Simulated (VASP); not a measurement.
# PbS (I4/mmm) in VASP: a series of runs, part 2 of 2

VASP 6.6.1. The steps go on from the part before.

## (4) Electric field gradients, LDA (equal xx and yy strain of -1 %)

Contents of INCAR:

```
SYSTEM = PbS
PREC = Accurate
ENCUT = 520
EDIFF = 1E-8
ISMEAR = -1
SIGMA = 0.01
LREAL = .FALSE.
LASPH = .TRUE.
NELM = 80
ALGO = Normal
ISIF = 2
LWAVE = .FALSE.
LCHARG = .FALSE.
GGA = CA
LEFG = .TRUE.
NBANDS = 17
```

Contents of KPOINTS:

```
Automatic mesh
0
G
  8 8 8
  0 0 0
```

Contents of POSCAR:

```
PbS
1.0
    0.0000000000      2.9353500000      2.9650000000
    2.9353500000      0.0000000000      2.9650000000
    2.9353500000      2.9353500000      0.0000000000
Pb S
1 1
Direct
    0.0000000000      0.0000000000      0.0000000000
    0.5000000000      0.5000000000      0.5000000000
```

Potentials or basis: VASP PAW LDA potentials, release 64 (Pb_d, S).

On the command line:

```bash
$ cat potpaw_LDA.64/Pb_d/POTCAR potpaw_LDA.64/S/POTCAR > POTCAR
$ mpirun -np 1 vasp_std > vasp.out
```

OUTCAR:

```text
SYSTEM = PbS
   PREC = Accurate
   ENCUT = 520
   EDIFF = 1E-8
   ISMEAR = -1
   LREAL = .FALSE.
   LASPH = .TRUE.
   NELM = 80
   ISIF = 2
   GGA = CA

 ion  position               nearest neighbor table
   1  0.000  0.000  0.000-   2 2.94   2 2.94   2 2.94   2 2.94   2 2.96   2 2.96
   2  0.500  0.500  0.500-   1 2.94   1 2.94   1 2.94   1 2.94   1 2.96   1 2.96

  LATTYP: Found a body centered tetragonal cell.
 ALAT       =     4.1512117803
 C/A-ratio  =     1.4284985479

  Lattice vectors:

[... 693 lines left out ...]
  ---------------------------------------------------
  free  energy   TOTEN  =        -9.9934152725 eV

  energy  without entropy=       -9.9934111324  energy(sigma->0) =       -9.99341320

 Electric field gradients (V/A^2)
---------------------------------------------------------------------
 ion       V_xx      V_yy      V_zz      V_xy      V_xz      V_yz
---------------------------------------------------------------------
   1     -15.224   -15.224    30.447    -0.001    -0.001    -0.001
   2      -0.716    -0.716     1.432    -0.000    -0.000    -0.000
---------------------------------------------------------------------

 Electric field gradients after diagonalization (V/A^2)
 (convention: |V_zz| > |V_xx| > |V_yy|)
----------------------------------------------------------------------
 ion       V_xx      V_yy      V_zz     asymmetry (V_yy - V_xx)/ V_zz
----------------------------------------------------------------------
   1     -15.225   -15.222    30.447       0.000
   2      -0.716    -0.716     1.432       0.001
----------------------------------------------------------------------

           NMR quadrupolar parameters

 Cq : quadrupolar parameter    Cq=e*Q*V_zz/h
 eta: asymmetry parameters     (V_yy - V_xx)/ V_zz
 Q  : nuclear electric quadrupole moment in mb (millibarn)
----------------------------------------------------------------------
 ion       Cq(MHz)       eta       Q (mb)
----------------------------------------------------------------------
   1       0.074       0.000       1.000
   2       0.003       0.001       1.000
----------------------------------------------------------------------
```

stdout:

```text
POSCAR found type information on POSCAR PbS
 POSCAR found :  2 types and       2 ions
 scaLAPACK will be used
 LDA part: xc-table for (Slater(with rela. corr.)+CA(PZ))
 , standard interpolation
 POSCAR, INCAR and KPOINTS ok, starting setup
 FFT: planning ... GRIDC
 FFT: planning ... GRID_SOFT
 FFT: planning ... GRID
 WAVECAR not read
 entering main loop
ion   1

ion   2
```

Wall time 36 s (1 thread of Intel Xeon Platinum 8488C (Sapphire Rapids), shared host); peak memory 0.18 GiB.

Results:

- Free energy: -9.9934 eV
- Pressure: -1.3 GPa
- Band gap on the k mesh: 0.13 eV, direct

Levels at points of the mesh, in eV from the valence-band top:
```tsv
k point	band 8	band 9	band 10	band 11	band 12	band 13
(0.00, 0.00, 0.00)	-2.32	-2.32	-2.24	4.95	5.18	5.18
(0.50, 0.00, 0.00)	-1.88	-1.86	0.00	0.13	1.73	1.79
(0.50, 0.50, 0.00)	-5.46	-3.61	-3.61	3.64	5.43	5.65
(0.50, 0.00, 0.50)	-5.47	-3.69	-3.58	3.59	5.48	5.54
```

Electric field gradients, principal values (V/Å²):
```tsv
atom	least	middle	greatest (by size)
1 Pb	-15.222	-15.225	30.447
2 S	-0.716	-0.716	1.432
```

Caveat: the cell differs from its parent crystal (equal xx and yy strain of -1 %); without QUAD_EFG the Cq values of the log hold for a quadrupole moment of 1 mb, not for the nuclei; spin-orbit coupling is left out, which moves the levels of the heavy elements. A k mesh can miss the band edges.

## (5) Electric field gradients, LDA (equal xx and yy strain of -1 %)

Contents of INCAR:

```
PREC = Accurate ; ENCUT = 520
EDIFF = 1E-8 ; ISMEAR = -1
SIGMA = 0.01 ; LREAL = F
LASPH = T ; NELM = 100
ALGO = Normal ; ISIF = 2
LWAVE = F ; LCHARG = F
LEFG = T ; NBANDS = 17
```

Contents of KPOINTS:

```
regular mesh
0
Gamma
  8 8 8
```

POSCAR is that of step 4.

Potentials or basis: VASP PAW LDA potentials, release 64 (Pb_d, S).

On the command line:

```bash
$ cat potpaw_LDA.64/Pb_d/POTCAR potpaw_LDA.64/S/POTCAR > POTCAR
$ mpirun -np 1 vasp_std > vasp.out
```

OUTCAR:

```text
PREC = Accurate
   ENCUT = 520
   EDIFF = 1E-8
   ISMEAR = -1
   LREAL = F
   LASPH = T
   NELM = 100
   ISIF = 2

 ion  position               nearest neighbor table
   1  0.000  0.000  0.000-   2 2.94   2 2.94   2 2.94   2 2.94   2 2.96   2 2.96
   2  0.500  0.500  0.500-   1 2.94   1 2.94   1 2.94   1 2.94   1 2.96   1 2.96

  LATTYP: Found a body centered tetragonal cell.
 ALAT       =     4.1512117803
 C/A-ratio  =     1.4284985479

  Lattice vectors:

 A1 = (  -2.9353500000,   0.0000000000,   2.9650000000)
 A2 = (   2.9353500000,   0.0000000000,   2.9650000000)
 A3 = (   0.0000000000,   2.9353500000,  -2.9650000000)

Analysis of symmetry for initial positions (statically):
=====================================================================
 Subroutine PRICEL returns:
 Original cell was already a primitive cell.

 Routine SETGRP: Setting up the symmetry group for a
 body centered tetragonal supercell.

 Subroutine GETGRP returns: Found 16 space group operations
[... 667 lines left out ...]
      direct lattice vectors                 reciprocal lattice vectors
     0.000000000  2.935350000  2.965000000    -0.170337438  0.170337438  0.168634064
     2.935350000  0.000000000  2.965000000     0.170337438 -0.170337438  0.168634064
     2.935350000  2.935350000  0.000000000     0.170337438  0.170337438 -0.168634064

 POSITION                                       TOTAL-FORCE (eV/Angst)
 -----------------------------------------------------------------------------------
      0.00000      0.00000      0.00000        -0.000000      0.000000     -0.000000
      2.93535      2.93535      2.96500         0.000000      0.000000      0.000000
 -----------------------------------------------------------------------------------
    total drift:                                0.000000     -0.000000     -0.000000

  FREE ENERGIE OF THE ION-ELECTRON SYSTEM (eV)
  ---------------------------------------------------
  free  energy   TOTEN  =        -9.9934152725 eV

  energy  without entropy=       -9.9934111324  energy(sigma->0) =       -9.99341320

 Electric field gradients (V/A^2)
---------------------------------------------------------------------
 ion       V_xx      V_yy      V_zz      V_xy      V_xz      V_yz
---------------------------------------------------------------------
   1     -15.224   -15.224    30.447    -0.001    -0.001    -0.001
   2      -0.716    -0.716     1.432    -0.000    -0.000    -0.000
---------------------------------------------------------------------

 Electric field gradients after diagonalization (V/A^2)
 (convention: |V_zz| > |V_xx| > |V_yy|)
----------------------------------------------------------------------
 ion       V_xx      V_yy      V_zz     asymmetry (V_yy - V_xx)/ V_zz
----------------------------------------------------------------------
   1     -15.225   -15.222    30.447       0.000
   2      -0.716    -0.716     1.432       0.001
----------------------------------------------------------------------

           NMR quadrupolar parameters

 Cq : quadrupolar parameter    Cq=e*Q*V_zz/h
 eta: asymmetry parameters     (V_yy - V_xx)/ V_zz
 Q  : nuclear electric quadrupole moment in mb (millibarn)
----------------------------------------------------------------------
 ion       Cq(MHz)       eta       Q (mb)
----------------------------------------------------------------------
   1       0.074       0.000       1.000
   2       0.003       0.001       1.000
----------------------------------------------------------------------
```

stdout:

```text
POSCAR found type information on POSCAR PbS
 POSCAR found :  2 types and       2 ions
 scaLAPACK will be used
 LDA part: xc-table for (Slater(with rela. corr.)+CA(PZ))
 , standard interpolation
 POSCAR, INCAR and KPOINTS ok, starting setup
 FFT: planning ... GRIDC
 FFT: planning ... GRID_SOFT
 FFT: planning ... GRID
 WAVECAR not read
 entering main loop
ion   1

ion   2
```

Wall time 28 s (1 thread of Intel Xeon Platinum 8488C (Sapphire Rapids), shared host); peak memory 0.18 GiB.

What came out:

```yaml
Free_energy: -9.9934 eV
Pressure: -1.3 GPa
Band_gap_on_the_k_mesh: 0.13 eV, direct
```

Levels at points of the mesh, in eV from the valence-band top:
```tsv
k point	band 7	band 8	band 9	band 10	band 11	band 12	band 13	band 14
(0.00, 0.00, 0.00)	-6.07	-2.32	-2.32	-2.24	4.95	5.18	5.18	6.52
(0.50, 0.00, 0.00)	-9.08	-1.88	-1.86	0.00	0.13	1.73	1.79	8.47
(0.50, 0.50, 0.00)	-7.30	-5.46	-3.61	-3.61	3.64	5.43	5.65	5.65
(0.50, 0.00, 0.50)	-7.36	-5.47	-3.69	-3.58	3.59	5.48	5.54	5.70
```

Electric field gradients, principal values (V/Å²):
| atom | least | middle | greatest (by size) |
| --- | --- | --- | --- |
| 1 Pb | -15.222 | -15.225 | 30.447 |
| 2 S | -0.716 | -0.716 | 1.432 |

Caveat: the cell differs from its parent crystal (equal xx and yy strain of -1 %); without QUAD_EFG the Cq values of the log hold for a quadrupole moment of 1 mb, not for the nuclei; spin-orbit coupling is left out, which moves the levels of the heavy elements. A k mesh can miss the band edges.

## (6) Overview

```tsv
cell	gap on the mesh (eV)	pressure (GPa)
a = 4.151, b = 4.151, c = 4.109 Å, angles 60.3, 60.3, 59.3°, 2 atoms	0.04	-0.1
a = 4.151, b = 4.151, c = 4.193 Å, angles 59.7, 59.7, 60.7°, 2 atoms	0.12	-1.3
a = 4.172, b = 4.172, c = 4.151 Å, angles 60.2, 60.2, 59.7°, 2 atoms	0.13	-1.3
```

Alike in all rows: task electric field gradients; level LDA; potentials or basis VASP PAW LDA potentials, release 64 (Pb_d, S); no spin polarisation; k mesh 8 × 8 × 8; cutoff (eV) 520; smearing fermi-dirac 0.01 eV.

Caveats: spin-orbit coupling is left out, which moves the levels of the heavy elements.

Absolute energies hang on the potentials; compare differences alone.
